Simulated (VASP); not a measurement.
# Ti in VASP: a series of runs

The runs below take Ti through single point, with PBE.

Program: VASP 6.6.1. These are calculated values, not measurements. Logs are shortened: lines on timing, memory, paths and dates and some standing lists are left out, and cuts for length are marked.

### Step 1. The cell of the first run

The structure is hexagonal, space group P6/mmm (No. 191). Conventional cell: a = 4.445 Å, b = 4.445 Å, c = 2.666 Å, α = 90.00°, β = 90.00°, γ = 120.00°. Ti (site symmetry 6/mmm) has 14 Ti at 2.67 to 2.89 Å within 3.5 Å. Within 3.4 Å of Ti (site symmetry -6m2) lie 11 Ti at 2.57 to 2.89 Å.

This isn't the form of Ti at room conditions, which is hcp.

### Step 2. Single point, PBE (strained)

INCAR

```
SYSTEM = Ti
PREC = Accurate ; ENCUT = 520
EDIFF = 1E-6 ; ISMEAR = 0
SIGMA = 0.1 ; LREAL = .FALSE.
LASPH = .TRUE. ; NELM = 80
ALGO = Fast ; ISIF = 2
LWAVE = .FALSE. ; LCHARG = .TRUE.
GGA = PE ; LELF = .TRUE.
LVHAR = .TRUE. ; NBANDS = 25
```

KPOINTS

```
Automatic mesh
0
G
  12 12 14
  0 0 0
```

POSCAR

```
Ti
1.0
    4.4452889014      0.0000000000      0.0000000000
   -2.2226444507      3.8497331158      0.0000000000
    0.0000000000      0.0000000000      2.6659114326
Ti
3
Direct
    0.0000000000      0.0000000000      0.0000000000
    0.3333333333      0.6666666667      0.5000000000
    0.6666666667      0.3333333333      0.5000000000
```

Potentials or basis: VASP PAW PBE potentials, release 64 (Ti_sv).

Command:

```console
$ cat potpaw_PBE.64/Ti_sv/POTCAR > POTCAR
$ mpirun -np 1 vasp_std > vasp.out
```

OUTCAR:

```text
SYSTEM = Ti
   PREC = Accurate
   ENCUT = 520
   EDIFF = 1E-6
   ISMEAR = 0
   LREAL = .FALSE.
   LASPH = .TRUE.
   NELM = 80
   ISIF = 2
   GGA = PE

 ion  position               nearest neighbor table
   1  0.000  0.000  0.000-   2 2.89   3 2.89   2 2.89   3 2.89   3 2.89   3 2.89   2 2.89   2 2.89
                             3 2.89   3 2.89   2 2.89   2 2.89
   2  0.333  0.667  0.500-   3 2.57   3 2.57   3 2.57   1 2.89   1 2.89   1 2.89   1 2.89   1 2.89
                             1 2.89
   3  0.667  0.333  0.500-   2 2.57   2 2.57   2 2.57   1 2.89   1 2.89   1 2.89   1 2.89   1 2.89
                             1 2.89

  LATTYP: Found a hexagonal cell.
 ALAT       =     4.4452889014
 C/A-ratio  =     0.5997161246

  Lattice vectors:

 A1 = (   4.4452889014,   0.0000000000,   0.0000000000)
 A2 = (  -2.2226444507,   3.8497331158,   0.0000000000)
 A3 = (   0.0000000000,   0.0000000000,   2.6659114326)

Analysis of symmetry for initial positions (statically):
=====================================================================
 Subroutine PRICEL returns:
 Original cell was already a primitive cell.

 Routine SETGRP: Setting up the symmetry group for a
 hexagonal supercell.

 Subroutine GETGRP returns: Found 24 space group operations
 (whereof 24 operations were pure point group operations)
 out of a pool of 24 trial point group operations.

The static configuration has the point symmetry D_6h.

Analysis of symmetry for dynamics (positions and initial velocities):
=====================================================================
 Subroutine PRICEL returns:
 Original cell was already a primitive cell.

 Routine SETGRP: Setting up the symmetry group for a
 hexagonal supercell.

 Subroutine GETGRP returns: Found 24 space group operations
 (whereof 24 operations were pure point group operations)
 out of a pool of 24 trial point group operations.

The dynamic configuration has the point symmetry D_6h.

 Subroutine INISYM returns: Found 24 space group operations
 (whereof 24 operations are pure point group operations),
 and found     1 'primitive' translations

----------------------------------------------------------------------------------------

                                     Primitive cell

  volume of cell :      45.6222

  direct lattice vectors                    reciprocal lattice vectors
     4.445288901  0.000000000  0.000000000     0.224957257  0.129879133  0.000000000
    -2.222644451  3.849733116  0.000000000     0.000000000  0.259758266  0.000000000
     0.000000000  0.000000000  2.665911433     0.000000000  0.000000000  0.375106235

  length of vectors
     4.445288901  4.445288901  2.665911433     0.259758266  0.259758266  0.375106235

  position of ions in fractional coordinates (direct lattice)
     0.000000000  0.000000000  0.000000000
     0.333333333  0.666666667  0.500000000
     0.666666667  0.333333333  0.500000000

  ion indices of the primitive-cell ions
   primitive index   ion index
                 1           1
                 2           2
                 3           3

----------------------------------------------------------------------------------------

 KPOINTS: Automatic mesh

Automatic generation of k-mesh.
 Grid dimensions read from file:
 generate k-points for:   12   12   14

 Generating k-lattice:

  Cartesian coordinates                     Fractional coordinates (reciprocal lattice)
     0.018746438  0.010823261  0.000000000     0.083333333  0.000000000  0.000000000
     0.000000000  0.021646522  0.000000000     0.000000000  0.083333333  0.000000000
     0.000000000  0.000000000  0.026793302     0.000000000  0.000000000  0.071428571

  Length of vectors
     0.021646522  0.021646522  0.026793302

  Shift w.r.t. Gamma in fractional coordinates (k-lattice)
     0.000000000  0.000000000  0.000000000

 Subroutine IBZKPT returns following result:
 ===========================================

 Found    152 irreducible k-points:

 Following reciprocal coordinates:
            Coordinates               Weight
  0.000000  0.000000  0.000000      1.000000
  0.083333 -0.000000  0.000000      6.000000
  0.166667  0.000000  0.000000      6.000000
  0.250000  0.000000  0.000000      6.000000
  0.333333  0.000000  0.000000      6.000000
  0.416667  0.000000  0.000000      6.000000
[... 16 lines left out ...]
  0.250000  0.000000  0.071429     12.000000
  0.333333  0.000000  0.071429     12.000000
 [... further k-points ...]
   k-points           NKPTS =    152   k-points in BZ     NKDIM =    152   number of bands    NBANDS=     25
   number of dos      NEDOS =    301   number of ions     NIONS =      3
   total plane-waves  NPLWV =  25920
   dimension x,y,z NGX =    36 NGY =   36 NGZ =   20
   dimension x,y,z NGXF=    72 NGYF=   72 NGZF=   40
   ions per type =               3
   NGX,Y,Z   is equivalent  to a cutoff of  13.46, 13.46, 12.47 a.u.
   NGXF,Y,Z  is equivalent  to a cutoff of  26.93, 26.93, 24.94 a.u.
[... 59 lines left out ...]

 E-fermi :   9.6521     XC(G=0): -12.1402

 val. band max:        9.6507921310   @ k =   0.3333   0.0833   0.0714
 cond. band min:       9.6613396901   @ k =   0.3333   0.0000   0.0000
 fundamental gap:      0.0105475591
 Fermi energy:         9.6521158601

 k-point     1 :       0.0000    0.0000    0.0000
  band No.  band energies     occupation
      1     -46.9642      2.00000
      2     -46.7153      2.00000
      3     -46.5113      2.00000
      4     -23.3166      2.00000
      5     -23.3166      2.00000
      6     -23.2812      2.00000
[... 17 lines left out ...]
     24      12.0344      0.00000
     25      12.0355      0.00000

 k-point     2 :       0.0833   -0.0000    0.0000
  band No.  band energies     occupation
      1     -46.9615      2.00000
      2     -46.7144      2.00000
      3     -46.5151      2.00000
      4     -23.3816      2.00000
      5     -23.3721      2.00000
      6     -23.2141      2.00000
[... 17 lines left out ...]
     24      11.7624      0.00000
     25      12.2612      0.00000

 k-point     3 :       0.1667    0.0000    0.0000
  band No.  band energies     occupation
      1     -46.9543      2.00000
      2     -46.7111      2.00000
      3     -46.5261      2.00000
      4     -23.4545      2.00000
      5     -23.4112      2.00000
      6     -23.1353      2.00000
[... 17 lines left out ...]
     24      11.6315      0.00000
     25      12.5423      0.00000

 k-point     4 :       0.2500    0.0000    0.0000
  band No.  band energies     occupation
      1     -46.9446      2.00000
      2     -46.7047      2.00000
      3     -46.5431      2.00000
      4     -23.5165      2.00000
      5     -23.4139      2.00000
      6     -23.0644      2.00000
[... 17 lines left out ...]
     24      11.6391      0.00000
     25      12.8165      0.00000

 k-point     5 :       0.3333    0.0000    0.0000
  band No.  band energies     occupation
      1     -46.9349      2.00000
      2     -46.6946      2.00000
      3     -46.5636      2.00000
      4     -23.5637      2.00000
      5     -23.3792      2.00000
      6     -23.0142      2.00000
[... 17 lines left out ...]
     24      12.0062      0.00000
     25      12.8770      0.00000

 k-point     6 :       0.4167    0.0000    0.0000
  band No.  band energies     occupation
      1     -46.9280      2.00000
      2     -46.6830      2.00000
      3     -46.5827      2.00000
      4     -23.5932      2.00000
      5     -23.3158      2.00000
      6     -23.0685      2.00000
[... 17 lines left out ...]
     24      12.4246      0.00000
     25      12.4866      0.00000
[... 393 lines left out ...]
 k-point    21 :       0.0833   -0.0000    0.0714
  band No.  band energies     occupation
      1     -46.9547      2.00000
      2     -46.7105      2.00000
      3     -46.5100      2.00000
      4     -23.3727      2.00000
      5     -23.3634      2.00000
      6     -23.2092      2.00000
[... 17 lines left out ...]
     24      11.7317      0.00000
     25      12.3037      0.00000

 k-point    22 :       0.1667    0.0000    0.0714
  band No.  band energies     occupation
      1     -46.9478      2.00000
      2     -46.7070      2.00000
      3     -46.5210      2.00000
      4     -23.4443      2.00000
      5     -23.4023      2.00000
      6     -23.1322      2.00000
[... 17 lines left out ...]
     24      11.5833      0.00000
     25      12.5896      0.00000

 k-point    23 :       0.2500    0.0000    0.0714
  band No.  band energies     occupation
      1     -46.9384      2.00000
      2     -46.7002      2.00000
      3     -46.5380      2.00000
      4     -23.5053      2.00000
      5     -23.4057      2.00000
      6     -23.0634      2.00000
[... 17 lines left out ...]
     24      11.6272      0.00000
     25      12.9034      0.00000

 k-point    24 :       0.3333    0.0000    0.0714
  band No.  band energies     occupation
      1     -46.9291      2.00000
      2     -46.6898      2.00000
      3     -46.5584      2.00000
      4     -23.5518      2.00000
      5     -23.3727      2.00000
      6     -23.0183      2.00000
[... 17 lines left out ...]
     24      11.9925      0.00000
     25      12.8217      0.00000

 [... further k-points ...]
[... 5 lines left out ...]
  --------------------------------------------------------------------------------------
  -------------------------------------------------------------------------------------
  Total        3.8551879      3.8551879      6.2100328      0.0000000      0.0000000     -0.0000000
  in kB      135.3878835    135.3878835    218.0861796      0.0000000      0.0000000     -0.0000000
  external PRESSURE =     162.9539822 kB  Pullay stress =       0.0000000 kB

 VOLUME and BASIS-vectors are now :
 -----------------------------------------------------------------------------
  energy-cutoff  :      520.00
  volume of cell :       45.62
      direct lattice vectors                 reciprocal lattice vectors
     4.445288901  0.000000000  0.000000000     0.224957257  0.129879133  0.000000000
    -2.222644451  3.849733116  0.000000000     0.000000000  0.259758266  0.000000000
     0.000000000  0.000000000  2.665911433     0.000000000  0.000000000  0.375106235

 POSITION                                       TOTAL-FORCE (eV/Angst)
 -----------------------------------------------------------------------------------
      0.00000      0.00000      0.00000        -0.000000      0.000000      0.000000
     -0.00000      2.56649      1.33296         0.000000     -0.000000     -0.000000
      2.22264      1.28324      1.33296        -0.000000      0.000000      0.000000
 -----------------------------------------------------------------------------------
    total drift:                                0.000000      0.000000     -0.000000

  FREE ENERGIE OF THE ION-ELECTRON SYSTEM (eV)
  ---------------------------------------------------
  free  energy   TOTEN  =       -23.2356260607 eV

  energy  without entropy=      -23.2217326702  energy(sigma->0) =      -23.22867937
```

Wall time 3.6 min (1 thread of Intel Xeon 6975P-C (Granite Rapids), shared host); peak memory 0.26 GiB.

Results:

```
Free energy            : -23.2356 eV
Pressure               : 16.3 GPa
Band gap on the k mesh : zero (bands 18 and 19 overlap by 0.29 eV)
```

Stress tensor (GPa, compression positive):
```
13.54  0.00  0.00
 0.00 13.54  0.00
 0.00  0.00 21.81
```

Levels at points of the mesh, in eV from the Fermi level:
```csv
k point,band 14,band 15,band 16,band 17,band 18,band 19,band 20,band 21,band 22,band 23
"(0.00, 0.00, 0.00)",-2.20,-0.73,-0.73,-0.65,-0.65,-0.14,0.59,1.44,1.44,2.29
"(0.50, 0.00, 0.00)",-3.60,-2.90,-0.57,-0.50,-0.47,-0.03,0.46,1.41,1.45,2.42
"(0.00, 0.00, 0.50)",-2.46,-1.98,-1.86,-1.86,-1.46,1.06,1.06,1.54,1.54,3.39
"(0.50, 0.00, 0.50)",-2.25,-2.02,-1.38,-0.64,-0.53,0.34,1.01,1.30,1.43,2.57
```

Caveat: the cell differs from its parent crystal (strained); the cell stands under pressure.

### Step 3. Single point, PBE (one atom moved)

INCAR

```
PREC = Accurate
ENCUT = 520
EDIFF = 1E-6
ISMEAR = 0
SIGMA = 0.1
LREAL = False
LASPH = True
NELM = 60
ALGO = Fast
ISIF = 2
LWAVE = False
LCHARG = False
GGA = PE
NBANDS = 25
```

KPOINTS

```
regular mesh
0
Gamma
  9 9 14
```

POSCAR

```
Ti
1.0
    4.5673748306      0.0000000000      0.0000000000
   -2.2836874153      3.9554626319      0.0000000000
    0.0000000000      0.0000000000      2.8262442700
Ti
3
Direct
    0.0000000000      0.0000000000      0.0000000000
    0.3333333333      0.6666666667      0.5000000000
    0.6666666667      0.3333333333      0.5159221906
```

Potentials or basis: VASP PAW PBE potentials, release 64 (Ti_sv).

Command:

```console
$ cat potpaw_PBE.64/Ti_sv/POTCAR > POTCAR
$ mpirun -np 1 vasp_std > vasp.out
```

It took 4.1 min on 1 thread of Intel Xeon 6975P-C (Granite Rapids), shared host; peak memory 0.26 GiB.

The run converged. Its results:

```
Free energy            : -23.5253 eV
Pressure               : 0.5 GPa
Largest force          : 0.138 eV/Å
Band gap on the k mesh : zero (bands 18 and 19 overlap by 0.24 eV)
```

Forces in eV/Å, atoms in the order of the input:
```
Ti   0.000  0.000  0.127
Ti   0.000  0.000  0.011
Ti   0.000  0.000 -0.138
```

Levels at points of the mesh, in eV from the Fermi level:
| k point | band 16 | band 17 | band 18 | band 19 | band 20 | band 21 |
| --- | --- | --- | --- | --- | --- | --- |
| (0.00, 0.00, 0.00) | -0.70 | -0.61 | -0.61 | -0.02 | 0.69 | 1.30 |
| (0.00, 0.00, 0.50) | -1.73 | -1.62 | -1.62 | 1.02 | 1.02 | 1.32 |

Caveat: the cell differs from its parent crystal (one atom moved).

### Step 4. Single point, PBE (strained)

INCAR

```
SYSTEM = Ti
ALGO = Fast
EDIFF = 1E-6
ENCUT = 520
GGA = PE
ISIF = 2
ISMEAR = 0
LASPH = .TRUE.
LCHARG = .FALSE.
LREAL = .FALSE.
LWAVE = .FALSE.
NBANDS = 25
NELM = 100
PREC = Accurate
SIGMA = 0.1
```

KPOINTS

```
k-points
0
G
  12 12 14
  0 0 0
```

POSCAR

```
Ti
1.0
    4.3604727508      0.0000000000      0.0000000000
   -2.1802363754      3.7762801747      0.0000000000
    0.0000000000      0.0000000000      2.9525773889
Ti
3
Direct
    0.0000000000      0.0000000000      0.0000000000
    0.3333333333      0.6666666667      0.5000000000
    0.6666666667      0.3333333333      0.5000000000
```

Command:

```console
$ cat potpaw_PBE.64/Ti_sv/POTCAR > POTCAR
$ mpirun -np 1 vasp_std > vasp.out
```

Wall time 3.6 min (1 thread of Intel Xeon 6975P-C (Granite Rapids), shared host); peak memory 0.26 GiB.

It converged, with:

```
Free energy            : -23.3212 eV
Pressure               : 6.5 GPa
Band gap on the k mesh : zero (bands 18 and 19 overlap by 0.62 eV)
```

Stress tensor (GPa, compression positive):
```
11.93  0.00  0.00
 0.00 11.93  0.00
 0.00  0.00 -4.39
```

Levels at points of the mesh, in eV from the Fermi level:
```tsv
k point	band 15	band 16	band 17	band 18	band 19	band 20	band 21	band 22
(0.00, 0.00, 0.00)	-0.61	-0.61	-0.51	-0.51	0.47	1.19	1.37	1.37
(0.50, 0.00, 0.00)	-2.76	-0.51	-0.25	-0.25	0.22	0.32	0.96	1.44
(0.00, 0.00, 0.50)	-2.28	-2.20	-1.79	-1.79	1.22	1.22	1.41	1.41
(0.50, 0.00, 0.50)	-1.74	-1.31	-1.11	-0.80	0.40	0.69	0.88	1.06
```

Caveat: the cell differs from its parent crystal (strained); the cell stands under pressure.

### Step 5. Single point, PBE (strained)

INCAR

```
SYSTEM = Ti
ALGO = Fast ; EDIFF = 1E-6
ENCUT = 520 ; GGA = PE
ISIF = 2 ; ISMEAR = 0
LASPH = .True. ; LCHARG = .False.
LREAL = .False. ; LWAVE = .False.
NBANDS = 25 ; NELM = 100
PREC = Accurate ; SIGMA = 0.1
```

KPOINTS

```
k-points
0
Gamma
  12 12 14
  0 0 0
```

POSCAR

```
Ti
1.0
    4.4245986934      0.0000000000      0.0000000000
   -2.2122993467      3.8318148700      0.0000000000
    0.0000000000      0.0000000000      2.9922578584
Ti
3
Direct
    0.0000000000      0.0000000000      0.0000000000
    0.3333333333      0.6666666667      0.5000000000
    0.6666666667      0.3333333333      0.5000000000
```

Command:

```console
$ cat potpaw_PBE.64/Ti_sv/POTCAR > POTCAR
$ mpirun -np 1 vasp_std > vasp.out
```

It took 5.4 min on 1 thread of Intel Xeon 6975P-C (Granite Rapids), shared host; peak memory 0.27 GiB.

It converged, with:

| Item | Value |
| --- | --- |
| Free energy | -23.3762 eV |
| Pressure | 1.1 GPa |
| Band gap on the k mesh | zero (bands 18 and 19 overlap by 0.58 eV) |

Stress tensor (GPa, compression positive):
```
 6.22  0.00  0.00
 0.00  6.22  0.00
 0.00  0.00 -9.02
```

Levels at points of the mesh, in eV from the Fermi level:
| k point | band 16 | band 17 | band 18 | band 19 | band 20 | band 21 |
| --- | --- | --- | --- | --- | --- | --- |
| (0.00, 0.00, 0.00) | -0.61 | -0.51 | -0.51 | 0.44 | 1.14 | 1.32 |
| (0.50, 0.00, 0.00) | -0.46 | -0.23 | -0.22 | 0.22 | 0.34 | 0.91 |
| (0.00, 0.00, 0.50) | -2.13 | -1.69 | -1.69 | 1.15 | 1.15 | 1.36 |
| (0.50, 0.00, 0.50) | -1.22 | -1.06 | -0.80 | 0.40 | 0.66 | 0.76 |

Caveat: the cell differs from its parent crystal (strained).

### Step 6. The runs side by side

| cell | k mesh | gap on the mesh (eV) | pressure (GPa) |
| --- | --- | --- | --- |
| a = 4.445, b = 4.445, c = 2.666 Å, angles 90.0, 90.0, 120.0°, 3 atoms, strained | 12 × 12 × 14 | none | 16.3 |
| a = 4.567, b = 4.567, c = 2.826 Å, angles 90.0, 90.0, 120.0°, 3 atoms, one atom moved | 9 × 9 × 14 | none | 0.5 |
| a = 4.360, b = 4.360, c = 2.953 Å, angles 90.0, 90.0, 120.0°, 3 atoms, strained | 12 × 12 × 14 | none | 6.5 |
| a = 4.425, b = 4.425, c = 2.992 Å, angles 90.0, 90.0, 120.0°, 3 atoms, strained | 12 × 12 × 14 | none | 1.1 |

Alike in all rows: task single point; level PBE; potentials or basis VASP PAW PBE potentials, release 64 (Ti_sv); no spin polarisation; cutoff (eV) 520; smearing gaussian 0.1 eV.

Caveats: the cell stands under pressure (at least some runs).

Total energies depend on the potentials used, so only differences within one code and one set of settings carry meaning.
